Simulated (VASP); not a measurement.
# MgS (P1) in VASP: further runs

MgS is run at these levels: PBE; tasks: single point.

Everything below comes from runs of VASP 6.6.1. Logs are shortened: lines on timing, memory, paths and dates and some standing lists are left out, and cuts for length are marked.

## Step 1: The cell of the first run

The typed cell holds 4 atoms: a = 4.035 Å, b = 4.035 Å, c = 6.432 Å, α = 90.00°, β = 90.00°, γ = 120.00°.

## Step 2: Single point, PBE (atom 3 (S) moved by (-0.450, -0.225) A along x and y)

The input, INCAR:

```
ALGO = Normal
EDIFF = 1E-6
ENCUT = 520
GGA = PE
ISIF = 2
ISMEAR = 0
LASPH = T
LCHARG = F
LREAL = F
LWAVE = F
NBANDS = 16
NELM = 80
PREC = Accurate
SIGMA = 0.05
```

The input, KPOINTS:

```
k-points
0
Gamma
  6 6 4
```

The input, POSCAR:

```
MgS
1.0
    4.0346224068      0.0000000000      0.0000000000
   -2.0173112034      3.4940854990      0.0000000000
    0.0000000000      0.0000000000      6.4322941800
Mg S
2 2
Direct
    0.6666666667      0.3333333333      0.4957548500
    0.3333333333      0.6666666667      0.9957548500
    0.1896014665      0.6022721348      0.3792441500
    0.6666666667      0.3333333333      0.8792441500
```

Potentials or basis: VASP PAW PBE potentials, release 64 (Mg, S).

Run with:

```bash
$ cat potpaw_PBE.64/Mg/POTCAR potpaw_PBE.64/S/POTCAR > POTCAR
$ mpirun -np 1 vasp_std > vasp.out
```

OUTCAR:

```text
EDIFF = 1E-6
   ENCUT = 520
   GGA = PE
   ISIF = 2
   ISMEAR = 0
   LASPH = T
   LREAL = F
   NELM = 80
   PREC = Accurate

 ion  position               nearest neighbor table
   1  0.667  0.333  0.496-   3 1.98   4 2.47   3 2.70   3 2.74
   2  0.333  0.667  0.996-   4 2.45   4 2.45   4 2.45   3 2.52
   3  0.190  0.602  0.379-   1 1.98   2 2.52   1 2.70   1 2.74
   4  0.667  0.333  0.879-   2 2.45   2 2.45   2 2.45   1 2.47

  LATTYP: Found a hexagonal cell.
 ALAT       =     4.0346224068
 C/A-ratio  =     1.5942741430

  Lattice vectors:

 A1 = (   4.0346224068,   0.0000000000,   0.0000000000)
 A2 = (  -2.0173112034,   3.4940854990,   0.0000000000)
 A3 = (   0.0000000000,   0.0000000000,   6.4322941800)

Analysis of symmetry for initial positions (statically):
=====================================================================
 Subroutine PRICEL returns:
 Original cell was already a primitive cell.

 Routine SETGRP: Setting up the symmetry group for a
 hexagonal supercell.

 Subroutine GETGRP returns: Found  1 space group operations
 (whereof  1 operations were pure point group operations)
 out of a pool of 24 trial point group operations.

The static configuration has the point symmetry C_1 .

Analysis of symmetry for dynamics (positions and initial velocities):
=====================================================================
 Subroutine PRICEL returns:
 Original cell was already a primitive cell.

 Routine SETGRP: Setting up the symmetry group for a
 hexagonal supercell.

 Subroutine GETGRP returns: Found  1 space group operations
 (whereof  1 operations were pure point group operations)
 out of a pool of 24 trial point group operations.

The dynamic configuration has the point symmetry C_1 .

 Subroutine INISYM returns: Found  1 space group operations
 (whereof  1 operations are pure point group operations),
 and found     1 'primitive' translations

----------------------------------------------------------------------------------------

                                     Primitive cell

  volume of cell :      90.6781

  direct lattice vectors                    reciprocal lattice vectors
     4.034622407  0.000000000  0.000000000     0.247854669  0.143098960  0.000000000
    -2.017311203  3.494085499  0.000000000     0.000000000  0.286197919  0.000000000
     0.000000000  0.000000000  6.432294180     0.000000000  0.000000000  0.155465526

  length of vectors
     4.034622407  4.034622407  6.432294180     0.286197919  0.286197919  0.155465526

  position of ions in fractional coordinates (direct lattice)
     0.666666667  0.333333333  0.495754850
     0.333333333  0.666666667  0.995754850
     0.189601467  0.602272135  0.379244150
     0.666666667  0.333333333  0.879244150

  ion indices of the primitive-cell ions
   primitive index   ion index
                 1           1
                 2           2
                 3           3
                 4           4

----------------------------------------------------------------------------------------

 KPOINTS: k-points

Automatic generation of k-mesh.
 Grid dimensions read from file:
 generate k-points for:    6    6    4

 Generating k-lattice:

  Cartesian coordinates                     Fractional coordinates (reciprocal lattice)
     0.041309111  0.023849827  0.000000000     0.166666667  0.000000000  0.000000000
     0.000000000  0.047699653  0.000000000     0.000000000  0.166666667  0.000000000
     0.000000000  0.000000000  0.038866382     0.000000000  0.000000000  0.250000000

  Length of vectors
     0.047699653  0.047699653  0.038866382

  Shift w.r.t. Gamma in fractional coordinates (k-lattice)
     0.000000000  0.000000000  0.000000000

 Subroutine IBZKPT returns following result:
 ===========================================

 Found     76 irreducible k-points:

 Following reciprocal coordinates:
            Coordinates               Weight
  0.000000  0.000000  0.000000      1.000000
  0.166667  0.000000  0.000000      2.000000
  0.000000  0.166667  0.000000      2.000000
 -0.166667  0.166667  0.000000      2.000000
  0.333333 -0.000000  0.000000      2.000000
  0.000000  0.333333  0.000000      2.000000
[... 16 lines left out ...]
  0.000000  0.166667  0.250000      2.000000
 -0.166667  0.166667  0.250000      2.000000
 [... further k-points ...]
   k-points           NKPTS =     76   k-points in BZ     NKDIM =     76   number of bands    NBANDS=     16
   number of dos      NEDOS =    301   number of ions     NIONS =      4
   total plane-waves  NPLWV =  43200
   dimension x,y,z NGX =    30 NGY =   30 NGZ =   48
   dimension x,y,z NGXF=    60 NGYF=   60 NGZF=   96
   ions per type =               2   2
   NGX,Y,Z   is equivalent  to a cutoff of  12.36, 12.36, 12.41 a.u.
   NGXF,Y,Z  is equivalent  to a cutoff of  24.72, 24.72, 24.81 a.u.
 SYSTEM =  unknown system
   PREC   = accura    normal or accurate (medium, high low for compatibility)
   ISTART =      0    job   : 0-new  1-cont  2-samecut
   ICHARG =      2    charge: 1-file 2-atom 10-const
   ISPIN  =      1    spin polarized calculation?
   LNONCOLLINEAR =      F non collinear calculations
   LSORBIT =      F    spin-orbit coupling
   LASPH  =      T    aspherical Exc in radial PAW
   ENCUT  =  520.0 eV  38.22 Ry    6.18 a.u.   7.50  7.50 11.96*2*pi/ulx,y,z
   NELM   =     80;   NELMIN=  2; NELMDL= -5     # of ELM steps
   EDIFF  = 0.1E-05   stopping-criterion for ELM
   LREAL  =      F    real-space projection
   EDIFFG = 0.1E-04   stopping-criterion for IOM
   NSW    =      0    number of steps for IOM
   IBRION =     -1    ionic relax: 0-MD 1-quasi-New 2-CG
   NFREE  =      0    steps in history (QN), initial steepest desc. (CG)
   ISIF   =      2    stress and relaxation
   ISYM   =      2    0-nonsym 1-usesym 2-fastsym
   POTIM  = 0.5000    time-step for ionic-motion
   TEBEG  =    0.0;   TEEND  =   0.0 temperature during run
   PSTRESS=    0.0 pullay stress
   NELECT =      16.0000    total number of electrons
   NUPDOWN=      -1.0000    fix difference up-down
   EMIN   =  10.00;   EMAX   =-10.00  energy-range for DOS
   EFERMI =   0.00;   METHOD = LEGACY
   ISMEAR =     0;   SIGMA  =   0.05  broadening in eV -4-tet -1-fermi 0-gaus
   EFERMI_NEDOS =   21; number of points for ismear=-14 and -15
   IALGO  =     38    algorithm
   IMIX   =      4    mixing-type and parameters
     AMIX     =   0.40;   BMIX     =  1.00
     AMIX_MAG =   1.60;   BMIX_MAG =  1.00
  volume/ion in A,a.u.               =      22.67       152.98
  Fermi-wavevector in a.u.,A,eV,Ry     =   0.918221  1.735187 11.471486  0.843130
  Thomas-Fermi vector in A             =   2.043279
   LORBIT       =      0    0 simple, 1 ext, 2 COOP (PROOUT), +10 PAW based schemes
   GGA     = PE    functional components
   LHFCALC =     F    Hartree Fock is set to
   AEXX    =    0.0000 exact exchange contribution
   IVDW    =     0    specifies the selected vdW correction
   LEPSILON=     F    determine dielectric tensor
   LRPA    =     F    only Hartree local field effects (RPA)
 non-spin polarized calculation
 Gauss-broadening in eV      SIGMA  =   0.05
  energy-cutoff  :      520.00
  volume of cell :       90.68
 maximum number of plane-waves:      2466
   NGX = 15   NGY = 15   NGZ = 23

 number of electron      16.0000002 magnetization

 Free energy of the ion-electron system (eV)
  ---------------------------------------------------
  ext. energy  EPLUGINS =         0.00000000
  ---------------------------------------------------
  free energy    TOTEN  =       -15.66057774 eV

  energy without entropy =      -15.66057774  energy(sigma->0) =      -15.66057774

 E-fermi :   1.5425     XC(G=0):  -8.3722

 val. band max:        1.3131800441   @ k =   0.0000   0.0000   0.0000
 cond. band min:       4.5183802722   @ k =   0.0000   0.0000   0.0000
 fundamental gap:      3.2052002281
 Fermi energy:         1.5424675451

 k-point     1 :       0.0000    0.0000    0.0000
  band No.  band energies     occupation
      1     -10.2585      2.00000
      2      -9.5139      2.00000
      3      -2.0561      2.00000
      4       0.3371      2.00000
      5       0.7639      2.00000
      6       0.9202      2.00000
[... 8 lines left out ...]
     15       9.6943      0.00000
     16      10.5055      0.00000

 k-point     2 :       0.1667    0.0000    0.0000
  band No.  band energies     occupation
      1     -10.1217      2.00000
      2      -9.4547      2.00000
      3      -1.8399      2.00000
      4      -0.3162      2.00000
      5       0.1425      2.00000
      6       0.5394      2.00000
[... 8 lines left out ...]
     15       9.7936      0.00000
     16       9.8503      0.00000

 k-point     3 :       0.0000    0.1667    0.0000
  band No.  band energies     occupation
      1     -10.1335      2.00000
      2      -9.4468      2.00000
      3      -1.8595      2.00000
      4      -0.2223      2.00000
      5       0.2199      2.00000
      6       0.5730      2.00000
[... 8 lines left out ...]
     15       9.6770      0.00000
     16      10.1522      0.00000

 k-point     4 :      -0.1667    0.1667    0.0000
  band No.  band energies     occupation
      1     -10.1348      2.00000
      2      -9.4460      2.00000
      3      -1.8618      2.00000
      4      -0.2081      2.00000
      5       0.2248      2.00000
      6       0.5614      2.00000
[... 8 lines left out ...]
     15       9.6601      0.00000
     16      10.1168      0.00000
[... 324 lines left out ...]
 k-point    22 :       0.1667    0.0000    0.2500
  band No.  band energies     occupation
      1     -10.0383      2.00000
      2      -9.5611      2.00000
      3      -1.6473      2.00000
      4      -0.1205      2.00000
      5      -0.0436      2.00000
      6       0.5809      2.00000
[... 8 lines left out ...]
     15       9.5445      0.00000
     16      10.1055      0.00000

 k-point    23 :       0.0000    0.1667    0.2500
  band No.  band energies     occupation
      1     -10.0463      2.00000
      2      -9.5592      2.00000
      3      -1.5973      2.00000
      4      -0.1363      2.00000
      5       0.1420      2.00000
      6       0.4827      2.00000
[... 8 lines left out ...]
     15       9.9465      0.00000
     16      10.4150      0.00000

 k-point    24 :      -0.1667    0.1667    0.2500
  band No.  band energies     occupation
      1     -10.0443      2.00000
      2      -9.5628      2.00000
      3      -1.5331      2.00000
      4      -0.2576      2.00000
      5       0.0344      2.00000
      6       0.5557      2.00000
[... 8 lines left out ...]
     15       9.8026      0.00000
     16      10.3786      0.00000

 [... further k-points ...]

------------------------ aborting loop because EDIFF is reached ----------------------------------------

  FORCE on cell =-STRESS in cart. coord.  units (eV):
  Direction    XX          YY          ZZ          XY          YZ          ZX
  --------------------------------------------------------------------------------------
  -------------------------------------------------------------------------------------
  Total        6.8763266      1.7824658      1.7660239      4.8593013     -2.2807273     -3.8136287
  in kB      121.4967763     31.4941196     31.2036105     85.8582605    -40.2978258    -67.3824303
  external PRESSURE =      61.3981688 kB  Pullay stress =       0.0000000 kB

 VOLUME and BASIS-vectors are now :
 -----------------------------------------------------------------------------
  energy-cutoff  :      520.00
  volume of cell :       90.68
      direct lattice vectors                 reciprocal lattice vectors
     4.034622407  0.000000000  0.000000000     0.247854669  0.143098960  0.000000000
    -2.017311203  3.494085499  0.000000000     0.000000000  0.286197919  0.000000000
     0.000000000  0.000000000  6.432294180     0.000000000  0.000000000  0.155465526

 POSITION                                       TOTAL-FORCE (eV/Angst)
 -----------------------------------------------------------------------------------
      2.01731      1.16470      3.18884        -5.555175     -3.294074      2.168654
     -0.00000      2.32939      6.40499        -0.136829     -0.069067      0.205159
     -0.45000      2.10439      2.43941         5.861366      3.458936     -2.316447
      2.01731      1.16470      5.65556        -0.169362     -0.095795     -0.057365
 -----------------------------------------------------------------------------------
    total drift:                                0.000033      0.000040     -0.000033

  FREE ENERGIE OF THE ION-ELECTRON SYSTEM (eV)
  ---------------------------------------------------
  free  energy   TOTEN  =       -15.6605777378 eV

  energy  without entropy=      -15.6605777378  energy(sigma->0) =      -15.66057774
```

Wall time 2.6 min (1 thread of Intel Xeon 8259CL, shared host); peak memory 0.26 GiB.

Results:

| Item | Value |
| --- | --- |
| Free energy | -15.6606 eV |
| Pressure | 6.1 GPa |
| Largest force | 7.189 eV/Å |
| Band gap on the k mesh | 3.21 eV |

Forces in eV/Å, atoms in the order of the input:
```
Mg  -5.555 -3.294  2.169
Mg  -0.137 -0.069  0.205
S    5.861  3.459 -2.316
S   -0.169 -0.096 -0.057
```

Stress tensor (GPa, compression positive):
```
12.15  8.59 -6.74
 8.59  3.15 -4.03
-6.74 -4.03  3.12
```

Caveat: the cell differs from its parent crystal (atom 3 (S) moved by (-0.450, -0.225) A along x and y); the cell stands under pressure; forces of over 1 eV/Å act on the atoms, so gaps and moduli don't describe the material at rest.

## Step 3: Single point, PBE (atom 3 (S) moved by (-0.450, +0.225) A along x and y)

The input, INCAR:

```
ALGO = Normal
EDIFF = 1E-6
ENCUT = 520
GGA = PE
ISIF = 2
ISMEAR = 0
LASPH = True
LCHARG = True
LELF = True
LREAL = False
LVHAR = True
LWAVE = False
NBANDS = 16
NELM = 60
PREC = Accurate
SIGMA = 0.05
```

KPOINTS is that of step 2.

POSCAR: that of step 2 with these lines changed.

```diff
@@ -10,3 +10,3 @@
     0.3333333333      0.6666666667      0.9957548500
-    0.1896014665      0.6022721348      0.3792441500
+    0.2539959983      0.7310611985      0.3792441500
     0.6666666667      0.3333333333      0.8792441500
```

Potentials or basis: VASP PAW PBE potentials, release 64 (Mg, S).

Run with:

```bash
$ cat potpaw_PBE.64/Mg/POTCAR potpaw_PBE.64/S/POTCAR > POTCAR
$ mpirun -np 1 vasp_std > vasp.out
```

It took 2.5 min on 1 thread of Intel Xeon 8259CL, shared host; peak memory 0.26 GiB.

It converged, with:

```yaml
Free_energy: -16.4741 eV
Pressure: 3.0 GPa
Largest_force: 1.868 eV/Å
Band_gap_on_the_k_mesh: 3.08 eV
```

Forces in eV/Å, atoms in the order of the input:
```
Mg  -1.351  0.229  0.801
Mg  -0.135  0.066  0.205
S    1.566 -0.324 -0.966
S   -0.079  0.029 -0.040
```

Stress tensor (GPa, compression positive):
```
 1.77  4.70 -1.33
 4.70  6.03  0.10
-1.33  0.10  1.22
```

Levels at points of the mesh, in eV from the valence-band top:
```
           k point  band 5  band 6  band 7  band 8  band 9  band 10  band 11  band 12
(0.00, 0.00, 0.00)   -0.67   -0.46   -0.34    0.00    3.08     4.43     7.09     7.50
(0.50, 0.00, 0.00)   -1.92   -1.48   -1.30   -0.63    4.55     5.13     5.91     6.97
(0.00, 0.50, 0.00)   -1.98   -1.43   -1.28   -0.65    4.56     5.06     5.80     7.02
(0.50, 0.50, 0.00)   -2.18   -1.75   -0.87   -0.57    4.14     4.47     5.11     7.16
(0.00, 0.00, 0.50)   -1.09   -0.66   -0.63   -0.12    4.47     4.58     7.01     7.09
(0.50, 0.00, 0.50)   -1.27   -1.00   -0.96   -0.65    4.14     4.16     5.90     6.01
(0.00, 0.50, 0.50)   -1.29   -1.01   -0.98   -0.65    4.14     4.19     5.90     5.97
(0.50, 0.50, 0.50)   -1.54   -1.36   -1.21   -1.15    4.78     4.84     5.70     5.99
```

Caveat: the cell differs from its parent crystal (atom 3 (S) moved by (-0.450, +0.225) A along x and y); the cell stands under pressure; forces of over 1 eV/Å act on the atoms, so gaps and moduli don't describe the material at rest.
